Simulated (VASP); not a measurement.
# V (Fm-3m) in VASP: a series of runs

V is run at these levels: PBE; tasks: single point.

Program: VASP 6.6.1. These are calculated values, not measurements. Logs are shortened: lines on timing, memory, paths and dates and some standing lists are left out, and cuts for length are marked.

## Step 1: The cell of the first run

It takes space group Fm-3m (No. 225, cubic). The conventional cell has a = 3.816 Å, b = 3.816 Å, c = 3.816 Å, α = 90.00°, β = 90.00°, γ = 90.00°. Within 3.6 Å of V (site symmetry m-3m) lie 12 V at 2.70 Å.

This isn't the form of V at room conditions, which is bcc.

## Step 2: Single point, PBE

Input file INCAR:

```
ALGO = Normal
EDIFF = 1E-7
ENCUT = 520
GGA = PE
ISIF = 2
ISMEAR = 0
LASPH = T
LCHARG = F
LREAL = F
LWAVE = F
NBANDS = 12
NELM = 100
PREC = Accurate
SIGMA = 0.05
```

Input file KPOINTS:

```
k-points
0
Gamma
  18 18 18
```

Input file POSCAR:

```
V
1.0
    0.0000000000      1.9079759600      1.9079759600
    1.9079759600      0.0000000000      1.9079759600
    1.9079759600      1.9079759600      0.0000000000
V
1
Direct
    0.0000000000      0.0000000000      0.0000000000
```

Potentials or basis: VASP PAW PBE potentials, release 64 (V_sv).

The run is started by

```console
> cat potpaw_PBE.64/V_sv/POTCAR > POTCAR
> mpirun -np 1 vasp_std > vasp.out
```

OUTCAR:

```text
EDIFF = 1E-7
   ENCUT = 520
   GGA = PE
   ISIF = 2
   ISMEAR = 0
   LASPH = T
   LREAL = F
   NELM = 100
   PREC = Accurate

 ion  position               nearest neighbor table
   1  0.000  0.000  0.000-

  LATTYP: Found a face centered cubic cell.
 ALAT       =     3.8159519200

  Lattice vectors:

 A1 = (   0.0000000000,   1.9079759600,   1.9079759600)
 A2 = (   1.9079759600,   0.0000000000,   1.9079759600)
 A3 = (   1.9079759600,   1.9079759600,   0.0000000000)

Analysis of symmetry for initial positions (statically):
=====================================================================
 Subroutine PRICEL returns:
 Original cell was already a primitive cell.

 Routine SETGRP: Setting up the symmetry group for a
 face centered cubic supercell.

 Subroutine GETGRP returns: Found 48 space group operations
 (whereof 48 operations were pure point group operations)
 out of a pool of 48 trial point group operations.

The static configuration has the point symmetry O_h .

Analysis of symmetry for dynamics (positions and initial velocities):
=====================================================================
 Subroutine PRICEL returns:
 Original cell was already a primitive cell.

 Routine SETGRP: Setting up the symmetry group for a
 face centered cubic supercell.

 Subroutine GETGRP returns: Found 48 space group operations
 (whereof 48 operations were pure point group operations)
 out of a pool of 48 trial point group operations.

The dynamic configuration has the point symmetry O_h .

 Subroutine INISYM returns: Found 48 space group operations
 (whereof 48 operations are pure point group operations),
 and found     1 'primitive' translations

----------------------------------------------------------------------------------------

                                     Primitive cell

  volume of cell :      13.8915

  direct lattice vectors                    reciprocal lattice vectors
     0.000000000  1.907975960  1.907975960    -0.262057809  0.262057809  0.262057809
     1.907975960  0.000000000  1.907975960     0.262057809 -0.262057809  0.262057809
     1.907975960  1.907975960  0.000000000     0.262057809  0.262057809 -0.262057809

  length of vectors
     2.698285479  2.698285479  2.698285479     0.453897440  0.453897440  0.453897440

  position of ions in fractional coordinates (direct lattice)
     0.000000000  0.000000000  0.000000000

  ion indices of the primitive-cell ions
   primitive index   ion index
                 1           1

----------------------------------------------------------------------------------------

 KPOINTS: k-points

Automatic generation of k-mesh.
 Grid dimensions read from file:
 generate k-points for:   18   18   18

 Generating k-lattice:

  Cartesian coordinates                     Fractional coordinates (reciprocal lattice)
    -0.014558767  0.014558767  0.014558767     0.055555556  0.000000000  0.000000000
     0.014558767 -0.014558767  0.014558767     0.000000000  0.055555556  0.000000000
     0.014558767  0.014558767 -0.014558767     0.000000000  0.000000000  0.055555556

  Length of vectors
     0.025216524  0.025216524  0.025216524

  Shift w.r.t. Gamma in fractional coordinates (k-lattice)
     0.000000000  0.000000000  0.000000000

 Subroutine IBZKPT returns following result:
 ===========================================

 Found    195 irreducible k-points:

 Following reciprocal coordinates:
            Coordinates               Weight
  0.000000  0.000000  0.000000      1.000000
  0.055556  0.000000  0.000000      8.000000
  0.111111  0.000000  0.000000      8.000000
  0.166667  0.000000  0.000000      8.000000
  0.222222  0.000000  0.000000      8.000000
  0.277778  0.000000  0.000000      8.000000
[... 16 lines left out ...]
 -0.277778  0.055556  0.000000     24.000000
 -0.222222  0.055556  0.000000     24.000000
 [... further k-points ...]
   k-points           NKPTS =    195   k-points in BZ     NKDIM =    195   number of bands    NBANDS=     12
   number of dos      NEDOS =    301   number of ions     NIONS =      1
   total plane-waves  NPLWV =   8000
   dimension x,y,z NGX =    20 NGY =   20 NGZ =   20
   dimension x,y,z NGXF=    40 NGYF=   40 NGZF=   40
   ions per type =               1
   NGX,Y,Z   is equivalent  to a cutoff of  12.32, 12.32, 12.32 a.u.
   NGXF,Y,Z  is equivalent  to a cutoff of  24.64, 24.64, 24.64 a.u.
 SYSTEM =  unknown system
   PREC   = accura    normal or accurate (medium, high low for compatibility)
   ISTART =      0    job   : 0-new  1-cont  2-samecut
   ICHARG =      2    charge: 1-file 2-atom 10-const
   ISPIN  =      1    spin polarized calculation?
   LNONCOLLINEAR =      F non collinear calculations
   LSORBIT =      F    spin-orbit coupling
   LASPH  =      T    aspherical Exc in radial PAW
   ENCUT  =  520.0 eV  38.22 Ry    6.18 a.u.   5.02  5.02  5.02*2*pi/ulx,y,z
   NELM   =    100;   NELMIN=  2; NELMDL= -5     # of ELM steps
   EDIFF  = 0.1E-06   stopping-criterion for ELM
   LREAL  =      F    real-space projection
   EDIFFG = 0.1E-05   stopping-criterion for IOM
   NSW    =      0    number of steps for IOM
   IBRION =     -1    ionic relax: 0-MD 1-quasi-New 2-CG
   NFREE  =      0    steps in history (QN), initial steepest desc. (CG)
   ISIF   =      2    stress and relaxation
   ISYM   =      2    0-nonsym 1-usesym 2-fastsym
   POTIM  = 0.5000    time-step for ionic-motion
   TEBEG  =    0.0;   TEEND  =   0.0 temperature during run
   PSTRESS=    0.0 pullay stress
   NELECT =      13.0000    total number of electrons
   NUPDOWN=      -1.0000    fix difference up-down
   EMIN   =  10.00;   EMAX   =-10.00  energy-range for DOS
   EFERMI =   0.00;   METHOD = LEGACY
   ISMEAR =     0;   SIGMA  =   0.05  broadening in eV -4-tet -1-fermi 0-gaus
   EFERMI_NEDOS =   21; number of points for ismear=-14 and -15
   IALGO  =     38    algorithm
   IMIX   =      4    mixing-type and parameters
     AMIX     =   0.40;   BMIX     =  1.00
     AMIX_MAG =   1.60;   BMIX_MAG =  1.00
  volume/ion in A,a.u.               =      13.89        93.74
  Fermi-wavevector in a.u.,A,eV,Ry     =   1.601301  3.026021 34.887594  2.564166
  Thomas-Fermi vector in A             =   2.698301
   LORBIT       =      0    0 simple, 1 ext, 2 COOP (PROOUT), +10 PAW based schemes
   GGA     = PE    functional components
   LHFCALC =     F    Hartree Fock is set to
   AEXX    =    0.0000 exact exchange contribution
   IVDW    =     0    specifies the selected vdW correction
   LEPSILON=     F    determine dielectric tensor
   LRPA    =     F    only Hartree local field effects (RPA)
 non-spin polarized calculation
 Gauss-broadening in eV      SIGMA  =   0.05
  energy-cutoff  :      520.00
  volume of cell :       13.89
 maximum number of plane-waves:       388
   NGX =  9   NGY =  9   NGZ =  9

 number of electron      13.0000002 magnetization

 Free energy of the ion-electron system (eV)
  ---------------------------------------------------
  ext. energy  EPLUGINS =         0.00000000
  ---------------------------------------------------
  free energy    TOTEN  =        -8.75026633 eV

  energy without entropy =       -8.74776183  energy(sigma->0) =       -8.74901408

 E-fermi :   9.6299     XC(G=0): -12.7410

 val. band max:        9.6272665538   @ k =  -0.3889   0.3889   0.1111
 cond. band min:       9.6340544740   @ k =  -0.0556   0.0556   0.0000
 fundamental gap:      0.0067879202
 Fermi energy:         9.6299431185

 k-point     1 :       0.0000    0.0000    0.0000
  band No.  band energies     occupation
      1     -54.4365      2.00000
      2     -27.7920      2.00000
      3     -27.7920      2.00000
      4     -27.7920      2.00000
      5       2.8123      2.00000
      6       9.8041      0.00000
      7       9.8041      0.00000
      8       9.8041      0.00000
      9      11.5431      0.00000
     10      11.5431      0.00000
     11      27.2698      0.00000
     12      32.4271      0.00000

 k-point     2 :       0.0556    0.0000    0.0000
  band No.  band energies     occupation
      1     -54.4317      2.00000
      2     -27.8174      2.00000
      3     -27.7951      2.00000
      4     -27.7951      2.00000
      5       2.9272      2.00000
      6       9.7421      0.00151
      7       9.8444      0.00000
      8       9.8444      0.00000
      9      11.5187      0.00000
     10      11.5187      0.00000
     11      27.3407      0.00000
     12      31.4503      0.00000

 k-point     3 :       0.1111    0.0000    0.0000
  band No.  band energies     occupation
      1     -54.4177      2.00000
      2     -27.8901      2.00000
      3     -27.8043      2.00000
      4     -27.8043      2.00000
      5       3.2634      2.00000
      6       9.5743      1.88456
      7       9.9491      0.00000
      8       9.9491      0.00000
      9      11.4646      0.00000
     10      11.4646      0.00000
     11      27.4183      0.00000
     12      29.7493      0.00000
[... 286 lines left out ...]
 k-point    23 :      -0.2778    0.0556    0.0000
  band No.  band energies     occupation
      1     -54.3294      2.00000
      2     -28.3193      2.00000
      3     -27.8864      2.00000
      4     -27.8513      2.00000
      5       5.4770      2.00000
      6       9.0105      2.00000
      7       9.9561      0.00000
      8      10.0636      0.00000
      9      11.6466      0.00000
     10      12.1824      0.00000
     11      22.8666      0.00000
     12      27.5086      0.00000

 k-point    24 :      -0.2222    0.0556    0.0000
  band No.  band energies     occupation
      1     -54.3571      2.00000
      2     -28.1840      2.00000
      3     -27.8677      2.00000
      4     -27.8328      2.00000
      5       4.7873      2.00000
      6       9.0379      2.00000
      7      10.0684      0.00000
      8      10.1645      0.00000
      9      11.3536      0.00000
     10      11.8736      0.00000
     11      24.6566      0.00000
     12      27.9311      0.00000

 [... further k-points ...]

------------------------ aborting loop because EDIFF is reached ----------------------------------------

  FORCE on cell =-STRESS in cart. coord.  units (eV):
  Direction    XX          YY          ZZ          XY          YZ          ZX
  --------------------------------------------------------------------------------------
  -------------------------------------------------------------------------------------
  Total        0.0176341      0.0176341      0.0176341     -0.0000000     -0.0000000      0.0000000
  in kB        2.0338351      2.0338351      2.0338351     -0.0000000     -0.0000000      0.0000000
  external PRESSURE =       2.0338351 kB  Pullay stress =       0.0000000 kB

 VOLUME and BASIS-vectors are now :
 -----------------------------------------------------------------------------
  energy-cutoff  :      520.00
  volume of cell :       13.89
      direct lattice vectors                 reciprocal lattice vectors
     0.000000000  1.907975960  1.907975960    -0.262057809  0.262057809  0.262057809
     1.907975960  0.000000000  1.907975960     0.262057809 -0.262057809  0.262057809
     1.907975960  1.907975960  0.000000000     0.262057809  0.262057809 -0.262057809

 POSITION                                       TOTAL-FORCE (eV/Angst)
 -----------------------------------------------------------------------------------
      0.00000      0.00000      0.00000        -0.000000      0.000000     -0.000000
 -----------------------------------------------------------------------------------
    total drift:                                0.000000      0.000000      0.000000

  FREE ENERGIE OF THE ION-ELECTRON SYSTEM (eV)
  ---------------------------------------------------
  free  energy   TOTEN  =        -8.7502663280 eV

  energy  without entropy=       -8.7477618326  energy(sigma->0) =       -8.74901408
```

Wall time 39 s (1 thread of Intel Xeon 8259CL, shared host); peak memory 0.15 GiB.

Results:

```
Free energy            : -8.7503 eV
Pressure               : 0.2 GPa
Band gap on the k mesh : zero (an odd number of electrons rules out a gap without spin polarisation)
```

Levels at points of the mesh, in eV from the Fermi level:
| k point | band 2 | band 3 | band 4 | band 5 | band 6 | band 7 | band 8 | band 9 | band 10 | band 11 |
| --- | --- | --- | --- | --- | --- | --- | --- | --- | --- | --- |
| (0.00, 0.00, 0.00) | -37.42 | -37.42 | -37.42 | -6.82 | 0.17 | 0.17 | 0.17 | 1.91 | 1.91 | 17.64 |
| (0.50, 0.00, 0.00) | -38.23 | -37.53 | -37.53 | -3.31 | 0.06 | 0.06 | 0.80 | 3.07 | 3.07 | 8.98 |
| (0.50, 0.50, 0.00) | -38.18 | -37.71 | -37.71 | -3.44 | -2.60 | 3.06 | 3.37 | 3.37 | 3.40 | 11.69 |

## Step 3: Single point, PBE, collinear spin, ferromagnetic start

This run uses another cell than the first one, of 13.77 Å³/atom.

Input file INCAR:

```
SYSTEM = V
PREC = Accurate ; ENCUT = 520
EDIFF = 1E-6 ; ISMEAR = 0
SIGMA = 0.05 ; LREAL = .False.
LASPH = .True. ; NELM = 150
ALGO = Normal ; ISIF = 2
LWAVE = .False. ; LCHARG = .True.
ISPIN = 2 ; MAGMOM = 1
LORBIT = 11 ; LMAXMIX = 4
GGA = PE ; LELF = .True.
LVHAR = .True. ; NBANDS = 16
```

Input file KPOINTS:

```
regular mesh
0
Gamma
  18 18 18
  0 0 0
```

Input file POSCAR:

```
V
1.0
    0.0000000000      1.9024806012      1.9024806012
    1.9024806012      0.0000000000      1.9024806012
    1.9024806012      1.9024806012      0.0000000000
V
1
Direct
    0.0000000000      0.0000000000      0.0000000000
```

Potentials or basis: VASP PAW PBE potentials, release 64 (V_sv).

The run is started by

```console
> cat potpaw_PBE.64/V_sv/POTCAR > POTCAR
> mpirun -np 1 vasp_std > vasp.out
```

Run time: 1.9 min. Hardware: 1 thread of Intel Xeon 8259CL, shared host; peak memory 0.18 GiB.

It converged, with:

```yaml
Free_energy: -8.7495 eV
Pressure: 1.8 GPa
Net_moment: 0.00 μB per cell
Valence_electrons_inside_the_program's_atomic_spheres: V 11.61
```

Levels at points of the mesh, in eV from the Fermi level:
Spin up:
```csv
k point,band 2,band 3,band 4,band 5,band 6,band 7,band 8,band 9,band 10,band 11
"(0.00, 0.00, 0.00)",-37.40,-37.40,-37.40,-6.84,0.17,0.17,0.17,1.93,1.93,17.69
"(0.50, 0.00, 0.00)",-38.24,-37.51,-37.51,-3.34,0.05,0.05,0.82,3.11,3.11,9.08
"(0.50, 0.50, 0.00)",-38.18,-37.69,-37.69,-3.48,-2.63,3.09,3.41,3.41,3.44,11.80
```
Spin down:
| k point | band 3 | band 4 | band 5 | band 6 | band 7 | band 8 | band 9 | band 10 |
| --- | --- | --- | --- | --- | --- | --- | --- | --- |
| (0.00, 0.00, 0.00) | -37.40 | -37.40 | -6.84 | 0.17 | 0.17 | 0.17 | 1.93 | 1.93 |
| (0.50, 0.00, 0.00) | -37.51 | -37.51 | -3.34 | 0.05 | 0.05 | 0.82 | 3.11 | 3.11 |
| (0.50, 0.50, 0.00) | -37.69 | -37.69 | -3.48 | -2.63 | 3.09 | 3.41 | 3.41 | 3.44 |

## Step 4: Single point, PBE, collinear spin (13.89 Å³/atom)

Input file INCAR:

```
SYSTEM = V
  ALGO = Normal
  EDIFF = 1E-7
  ENCUT = 520
  GGA = PE
  ISIF = 2
  ISMEAR = 0
  ISPIN = 2
  LASPH = .True.
  LCHARG = .False.
  LMAXMIX = 4
  LORBIT = 11
  LREAL = .False.
  LWAVE = .False.
  MAGMOM = 0.05
  NBANDS = 16
  NELM = 150
  PREC = Accurate
  SIGMA = 0.05
```

Input file KPOINTS:

```
k-points
0
Gamma
  18 18 18
  0 0 0
```

Input file POSCAR:

```
V
1.0
    0.0000000000      1.9079759600      1.9079759600
    1.9079759600      0.0000000000      1.9079759600
    1.9079759600      1.9079759600      0.0000000000
V
1
Direct
    0.0000000000      0.0000000000      0.0000000000
```

The run is started by

```console
> cat potpaw_PBE.64/V_sv/POTCAR > POTCAR
> mpirun -np 1 vasp_std > vasp.out
```

Run time: 1.8 min. Hardware: 1 thread of Intel Xeon 8259CL, shared host; peak memory 0.18 GiB.

Results (log left out):

* Free energy: -8.7503 eV
* Pressure: 0.2 GPa
* Net moment: 0.00 μB per cell
* Valence electrons inside the program's atomic spheres: V 11.59

Levels at points of the mesh, in eV from the Fermi level:
Spin up:
| k point | band 2 | band 3 | band 4 | band 5 | band 6 | band 7 | band 8 | band 9 | band 10 | band 11 |
| --- | --- | --- | --- | --- | --- | --- | --- | --- | --- | --- |
| (0.00, 0.00, 0.00) | -37.42 | -37.42 | -37.42 | -6.82 | 0.17 | 0.17 | 0.17 | 1.91 | 1.91 | 17.64 |
| (0.50, 0.00, 0.00) | -38.23 | -37.53 | -37.53 | -3.31 | 0.06 | 0.06 | 0.80 | 3.07 | 3.07 | 8.98 |
| (0.50, 0.50, 0.00) | -38.18 | -37.71 | -37.71 | -3.44 | -2.60 | 3.06 | 3.38 | 3.38 | 3.40 | 11.69 |
Spin down:
| k point | band 2 | band 3 | band 4 | band 5 | band 6 | band 7 | band 8 | band 9 | band 10 | band 11 |
| --- | --- | --- | --- | --- | --- | --- | --- | --- | --- | --- |
| (0.00, 0.00, 0.00) | -37.42 | -37.42 | -37.42 | -6.82 | 0.17 | 0.17 | 0.17 | 1.91 | 1.91 | 17.64 |
| (0.50, 0.00, 0.00) | -38.23 | -37.53 | -37.53 | -3.31 | 0.06 | 0.06 | 0.80 | 3.07 | 3.07 | 8.98 |
| (0.50, 0.50, 0.00) | -38.18 | -37.71 | -37.71 | -3.44 | -2.60 | 3.06 | 3.38 | 3.38 | 3.40 | 11.69 |

(Part 1 of 2 ends here.)
